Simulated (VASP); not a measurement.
# BiRh (P6_3/mmc) in VASP: notebook

Runs on BiRh. Level: LDA. Tasks: single point.

Everything below comes from runs of VASP 6.6.1. Logs are shortened: lines on timing, memory, paths and dates and some standing lists are left out, and cuts for length are marked.

### 1 The cell of the first run

The structure is hexagonal, space group P6_3/mmc (No. 194). Conventional cell: a = 4.012 Å, b = 4.012 Å, c = 5.663 Å, α = 90.00°, β = 90.00°, γ = 120.00°. Bi (site symmetry -6m2) has 6 Rh at 2.71 Å and 6 Bi at 3.66 Å within 3.7 Å. Rh (site symmetry -3m) has 6 Bi at 2.71 Å and 2 Rh at 2.83 Å within 3.6 Å.

### 2 Single point, LDA (equal xx and yy strain of -2 %)

Input file INCAR:

```
  PREC = Accurate
  ENCUT = 520
  EDIFF = 1E-7
  ISMEAR = -1
  SIGMA = 0.03
  LREAL = F
  LASPH = T
  NELM = 60
  ALGO = Normal
  ISIF = 2
  LWAVE = F
  LCHARG = F
  GGA = CA
  NBANDS = 38
```

Input file KPOINTS:

```
regular mesh
0
Gamma
  12 12 7
```

Input file POSCAR:

```
BiRh
1.0
    4.0121208474      0.0000000000      0.0000000000
   -2.0060604236      3.4745985769      0.0000000000
    0.0000000000      0.0000000000      5.6630000000
Bi Rh
2 2
Direct
    0.3333333333      0.6666666667      0.2500000000
    0.6666666667      0.3333333333      0.7500000000
    0.0000000000      0.0000000000      0.0000000000
    0.0000000000      0.0000000000      0.5000000000
```

Potentials or basis: VASP PAW LDA potentials, release 64 (Bi_d, Rh_pv).

Command:

```bash
$ cat potpaw_LDA.64/Bi_d/POTCAR potpaw_LDA.64/Rh_pv/POTCAR > POTCAR
$ mpirun -np 1 vasp_std > vasp.out
```

OUTCAR:

```text
PREC = Accurate
   ENCUT = 520
   EDIFF = 1E-7
   ISMEAR = -1
   LREAL = F
   LASPH = T
   NELM = 60
   ISIF = 2
   GGA = CA

 ion  position               nearest neighbor table
   1  0.333  0.667  0.250-   3 2.71   4 2.71   3 2.71   4 2.71   3 2.71   4 2.71   2 3.66   2 3.66
                             2 3.66   2 3.66   2 3.66   2 3.66
   2  0.667  0.333  0.750-   3 2.71   4 2.71   3 2.71   4 2.71   3 2.71   4 2.71   1 3.66   1 3.66
                             1 3.66   1 3.66   1 3.66   1 3.66
   3  0.000  0.000  0.000-   1 2.71   2 2.71   1 2.71   2 2.71   2 2.71   1 2.71   4 2.83   4 2.83

   4  0.000  0.000  0.500-   1 2.71   2 2.71   1 2.71   2 2.71   2 2.71   1 2.71   3 2.83   3 2.83

  LATTYP: Found a hexagonal cell.
 ALAT       =     4.0121208474
 C/A-ratio  =     1.4114729380

  Lattice vectors:

 A1 = (   4.0121208474,   0.0000000000,   0.0000000000)
 A2 = (  -2.0060604236,   3.4745985769,   0.0000000000)
 A3 = (   0.0000000000,   0.0000000000,   5.6630000000)

Analysis of symmetry for initial positions (statically):
=====================================================================
 Subroutine PRICEL returns:
 Original cell was already a primitive cell.

 Routine SETGRP: Setting up the symmetry group for a
 hexagonal supercell.

 Subroutine GETGRP returns: Found 24 space group operations
 (whereof 12 operations were pure point group operations)
 out of a pool of 24 trial point group operations.

The static configuration has the point symmetry D_3d.
 The point group associated with its full space group is D_6h.

Analysis of symmetry for dynamics (positions and initial velocities):
=====================================================================
 Subroutine PRICEL returns:
 Original cell was already a primitive cell.

 Routine SETGRP: Setting up the symmetry group for a
 hexagonal supercell.

 Subroutine GETGRP returns: Found 24 space group operations
 (whereof 12 operations were pure point group operations)
 out of a pool of 24 trial point group operations.

The dynamic configuration has the point symmetry D_3d.
 The point group associated with its full space group is D_6h.

 Subroutine INISYM returns: Found 24 space group operations
 (whereof 12 operations are pure point group operations),
 and found     1 'primitive' translations

----------------------------------------------------------------------------------------

[... 94 lines left out ...]
   ENCUT  =  520.0 eV  38.22 Ry    6.18 a.u.   7.46  7.46 10.53*2*pi/ulx,y,z
   NELM   =     60;   NELMIN=  2; NELMDL= -5     # of ELM steps
   EDIFF  = 0.1E-06   stopping-criterion for ELM
   LREAL  =      F    real-space projection
   EDIFFG = 0.1E-05   stopping-criterion for IOM
   NSW    =      0    number of steps for IOM
   IBRION =     -1    ionic relax: 0-MD 1-quasi-New 2-CG
   NFREE  =      0    steps in history (QN), initial steepest desc. (CG)
   ISIF   =      2    stress and relaxation
   ISYM   =      2    0-nonsym 1-usesym 2-fastsym
   POTIM  = 0.5000    time-step for ionic-motion
   TEBEG  =    0.0;   TEEND  =   0.0 temperature during run
   PSTRESS=    0.0 pullay stress
   NELECT =      60.0000    total number of electrons
   NUPDOWN=      -1.0000    fix difference up-down
   EMIN   =  10.00;   EMAX   =-10.00  energy-range for DOS
   EFERMI =   0.00;   METHOD = LEGACY
   ISMEAR =    -1;   SIGMA  =   0.03  broadening in eV -4-tet -1-fermi 0-gaus
   EFERMI_NEDOS =   21; number of points for ismear=-14 and -15
   IALGO  =     38    algorithm
   IMIX   =      4    mixing-type and parameters
     AMIX     =   0.40;   BMIX     =  1.00
     AMIX_MAG =   1.60;   BMIX_MAG =  1.00
  volume/ion in A,a.u.               =      19.74       133.19
  Fermi-wavevector in a.u.,A,eV,Ry     =   1.493999  2.823248 30.368635  2.232032
  Thomas-Fermi vector in A             =   2.606327
   LORBIT       =      0    0 simple, 1 ext, 2 COOP (PROOUT), +10 PAW based schemes
   GGA     = CA    functional components
   LHFCALC =     F    Hartree Fock is set to
   AEXX    =    0.0000 exact exchange contribution
   IVDW    =     0    specifies the selected vdW correction
   LEPSILON=     F    determine dielectric tensor
   LRPA    =     F    only Hartree local field effects (RPA)
 non-spin polarized calculation
  energy-cutoff  :      520.00
  volume of cell :       78.95
 maximum number of plane-waves:      2141
 NGX is ok and might be reduce to    30
   NGX = 15   NGY = 15   NGZ = 21

 number of electron      60.0000008 magnetization

 Free energy of the ion-electron system (eV)
  ---------------------------------------------------
  ext. energy  EPLUGINS =         0.00000000
  ---------------------------------------------------
  free energy    TOTEN  =       -27.16592487 eV

  energy without entropy =      -27.15699662  energy(sigma->0) =      -27.16146074

 E-fermi :  10.4248     XC(G=0): -12.3633

 val. band max:       10.4222249931   @ k =   0.0833   0.0833   0.4286
 cond. band min:      10.4335869220   @ k =   0.0000   0.0000   0.4286
 fundamental gap:      0.0113619289
 Fermi energy:        10.4248341175

 k-point     1 :       0.0000    0.0000    0.0000
  band No.  band energies     occupation
      1     -35.6781      2.00000
      2     -35.4538      2.00000
      3     -35.4538      2.00000
      4     -35.4280      2.00000
      5     -35.4280      2.00000
      6     -35.4276      2.00000
[... 973 lines left out ...]
     37      18.4312      0.00000
     38      18.5882      0.00000

 [... further k-points ...]

------------------------ aborting loop because EDIFF is reached ----------------------------------------

  FORCE on cell =-STRESS in cart. coord.  units (eV):
  Direction    XX          YY          ZZ          XY          YZ          ZX
  --------------------------------------------------------------------------------------
  -------------------------------------------------------------------------------------
  Total        2.2534605      2.2534605      0.5412396      0.0000000      0.0000000     -0.0000000
  in kB       45.7335931     45.7335931     10.9843646      0.0000000      0.0000000     -0.0000000
  external PRESSURE =      34.1505169 kB  Pullay stress =       0.0000000 kB

 VOLUME and BASIS-vectors are now :
 -----------------------------------------------------------------------------
  energy-cutoff  :      520.00
  volume of cell :       78.95
      direct lattice vectors                 reciprocal lattice vectors
     4.012120847  0.000000000  0.000000000     0.249244736  0.143901515  0.000000000
    -2.006060424  3.474598577  0.000000000     0.000000000  0.287803030  0.000000000
     0.000000000  0.000000000  5.663000000     0.000000000  0.000000000  0.176584849

 POSITION                                       TOTAL-FORCE (eV/Angst)
 -----------------------------------------------------------------------------------
     -0.00000      2.31640      1.41575        -0.000000     -0.000000     -0.000000
      2.00606      1.15820      4.24725         0.000000      0.000000      0.000000
      0.00000      0.00000      0.00000        -0.000000      0.000000     -0.000000
      0.00000      0.00000      2.83150        -0.000000      0.000000     -0.000000
 -----------------------------------------------------------------------------------
    total drift:                               -0.000000      0.000000      0.000000

  FREE ENERGIE OF THE ION-ELECTRON SYSTEM (eV)
  ---------------------------------------------------
  free  energy   TOTEN  =       -27.1659248678 eV

  energy  without entropy=      -27.1569966154  energy(sigma->0) =      -27.16146074
```

stdout:

```text
POSCAR found type information on POSCAR BiRh
 POSCAR found :  2 types and       4 ions
 scaLAPACK will be used
 LDA part: xc-table for (Slater(with rela. corr.)+CA(PZ))
 , standard interpolation
 POSCAR, INCAR and KPOINTS ok, starting setup
 FFT: planning ... GRIDC
 FFT: planning ... GRID_SOFT
 FFT: planning ... GRID
 WAVECAR not read
 entering main loop
```

Wall time 86 s (1 thread of AMD EPYC 9R45 (Zen 5), shared host); peak memory 0.26 GiB.

What came out:

```yaml
Free_energy: -27.1659 eV
Pressure: 3.4 GPa
Band_gap_on_the_k_mesh: zero (bands 30 and 31 overlap by 2.85 eV)
```

Caveat: the cell differs from its parent crystal (equal xx and yy strain of -2 %); the cell stands under pressure; spin-orbit coupling is left out, which moves the levels of the heavy elements.

### 3 Single point, LDA (equal xx and yy strain of -1 %)

Input file INCAR:

```
SYSTEM = BiRh
PREC = Accurate
ENCUT = 520
EDIFF = 1E-7
ISMEAR = -1
SIGMA = 0.03
LREAL = .FALSE.
LASPH = .TRUE.
NELM = 100
ALGO = Normal
ISIF = 2
LWAVE = .FALSE.
LCHARG = .TRUE.
GGA = CA
LELF = .TRUE.
LVHAR = .TRUE.
NBANDS = 38
```

Input file KPOINTS:

```
regular mesh
0
G
  12 12 7
  0 0 0
```

Edit POSCAR of step 2 so:

```diff
@@ -2,4 +2,4 @@
 1.0
-    4.0121208474      0.0000000000      0.0000000000
-   -2.0060604236      3.4745985769      0.0000000000
+    4.0530608560      0.0000000000      0.0000000000
+   -2.0265304280      3.5100536644      0.0000000000
     0.0000000000      0.0000000000      5.6630000000
```

Potentials or basis: VASP PAW LDA potentials, release 64 (Bi_d, Rh_pv).

Command:

```bash
$ cat potpaw_LDA.64/Bi_d/POTCAR potpaw_LDA.64/Rh_pv/POTCAR > POTCAR
$ mpirun -np 1 vasp_std > vasp.out
```

OUTCAR:

```text
SYSTEM = BiRh
   PREC = Accurate
   ENCUT = 520
   EDIFF = 1E-7
   ISMEAR = -1
   LREAL = .FALSE.
   LASPH = .TRUE.
   NELM = 100
   ISIF = 2
   GGA = CA

 ion  position               nearest neighbor table
   1  0.333  0.667  0.250-   3 2.73   4 2.73   3 2.73   4 2.73   3 2.73   4 2.73   2 3.67   2 3.67
                             2 3.67   2 3.67   2 3.67   2 3.67
   2  0.667  0.333  0.750-   3 2.73   4 2.73   3 2.73   4 2.73   3 2.73   4 2.73   1 3.67   1 3.67
                             1 3.67   1 3.67   1 3.67   1 3.67
   3  0.000  0.000  0.000-   1 2.73   2 2.73   2 2.73   1 2.73   2 2.73   1 2.73   4 2.83   4 2.83

   4  0.000  0.000  0.500-   1 2.73   2 2.73   2 2.73   1 2.73   2 2.73   1 2.73   3 2.83   3 2.83
[... 1188 lines left out ...]
  -------------------------------------------------------------------------------------
  Total        0.5709363      0.5709363     -0.6015383     -0.0000000      0.0000000     -0.0000000
  in kB       11.3541535     11.3541535    -11.9627326     -0.0000000      0.0000000     -0.0000000
  external PRESSURE =       3.5818581 kB  Pullay stress =       0.0000000 kB

 VOLUME and BASIS-vectors are now :
 -----------------------------------------------------------------------------
  energy-cutoff  :      520.00
  volume of cell :       80.56
      direct lattice vectors                 reciprocal lattice vectors
     4.053060856  0.000000000  0.000000000     0.246727112  0.142447965  0.000000000
    -2.026530428  3.510053664  0.000000000     0.000000000  0.284895929  0.000000000
     0.000000000  0.000000000  5.663000000     0.000000000  0.000000000  0.176584849

 POSITION                                       TOTAL-FORCE (eV/Angst)
 -----------------------------------------------------------------------------------
     -0.00000      2.34004      1.41575        -0.000000      0.000000      0.000000
      2.02653      1.17002      4.24725         0.000000     -0.000000      0.000000
      0.00000      0.00000      0.00000        -0.000000      0.000000      0.000000
      0.00000      0.00000      2.83150        -0.000000      0.000000      0.000000
 -----------------------------------------------------------------------------------
    total drift:                                0.000000     -0.000000      0.000000

  FREE ENERGIE OF THE ION-ELECTRON SYSTEM (eV)
  ---------------------------------------------------
  free  energy   TOTEN  =       -27.1955872498 eV

  energy  without entropy=      -27.1863751608  energy(sigma->0) =      -27.19098121
```

stdout:

```text
POSCAR found type information on POSCAR BiRh
 POSCAR found :  2 types and       4 ions
 scaLAPACK will be used
 LDA part: xc-table for (Slater(with rela. corr.)+CA(PZ))
 , standard interpolation
 POSCAR, INCAR and KPOINTS ok, starting setup
 FFT: planning ... GRIDC
 FFT: planning ... GRID_SOFT
 FFT: planning ... GRID
 WAVECAR not read
 entering main loop
```

Wall time 89 s (1 thread of AMD EPYC 9R45 (Zen 5), shared host); peak memory 0.26 GiB.

Results:

```
Free energy            : -27.1956 eV
Pressure               : 0.4 GPa
Band gap on the k mesh : zero (bands 30 and 31 overlap by 2.71 eV)
```

Stress tensor (GPa, compression positive):
```
 1.14  0.00  0.00
 0.00  1.14  0.00
 0.00  0.00 -1.20
```

Caveat: the cell differs from its parent crystal (equal xx and yy strain of -1 %); spin-orbit coupling is left out, which moves the levels of the heavy elements.

### 4 Single point, LDA (equal xx and yy strain of +1 %)

Input file INCAR:

```
  ALGO = Normal
  EDIFF = 1E-6
  ENCUT = 520
  ISIF = 2
  ISMEAR = -1
  LASPH = True
  LCHARG = False
  LREAL = False
  LWAVE = False
  NBANDS = 38
  NELM = 80
  PREC = Accurate
  SIGMA = 0.03
```

Input file KPOINTS:

```
k-points
0
Gamma
  12 12 7
```

Edit POSCAR of step 3 so:

```diff
@@ -2,4 +2,4 @@
 1.0
-    4.0530608560      0.0000000000      0.0000000000
-   -2.0265304280      3.5100536644      0.0000000000
+    4.1349408734      0.0000000000      0.0000000000
+   -2.0674704366      3.5809638394      0.0000000000
     0.0000000000      0.0000000000      5.6630000000
```

Command:

```bash
$ cat potpaw_LDA.64/Bi_d/POTCAR potpaw_LDA.64/Rh_pv/POTCAR > POTCAR
$ mpirun -np 1 vasp_std > vasp.out
```

It took 87 s on 1 thread of AMD EPYC 9R45 (Zen 5), shared host; peak memory 0.28 GiB.

It converged, with:

```
Free energy            : -27.1588 eV
Pressure               : -4.8 GPa
Band gap on the k mesh : zero (bands 30 and 31 overlap by 2.43 eV)
```

Stress tensor (GPa, compression positive):
```
-4.68  0.00  0.00
 0.00 -4.68  0.00
 0.00  0.00 -4.93
```

Levels at points of the mesh, in eV from the Fermi level:
| k point | band 27 | band 28 | band 29 | band 30 | band 31 | band 32 | band 33 | band 34 |
| --- | --- | --- | --- | --- | --- | --- | --- | --- |
| (0.00, 0.00, 0.00) | -0.91 | -0.91 | 1.27 | 1.27 | 1.40 | 3.26 | 3.37 | 4.43 |
| (0.50, 0.00, 0.00) | -1.79 | -1.57 | -1.07 | -0.95 | -0.85 | 0.00 | 2.86 | 5.17 |

Caveat: the cell differs from its parent crystal (equal xx and yy strain of +1 %); the cell stands under tension; spin-orbit coupling is left out, which moves the levels of the heavy elements.

(Part 1 of 2 ends here.)

The gap in the log of VASP goes by the Fermi energy; the results here count the filled bands.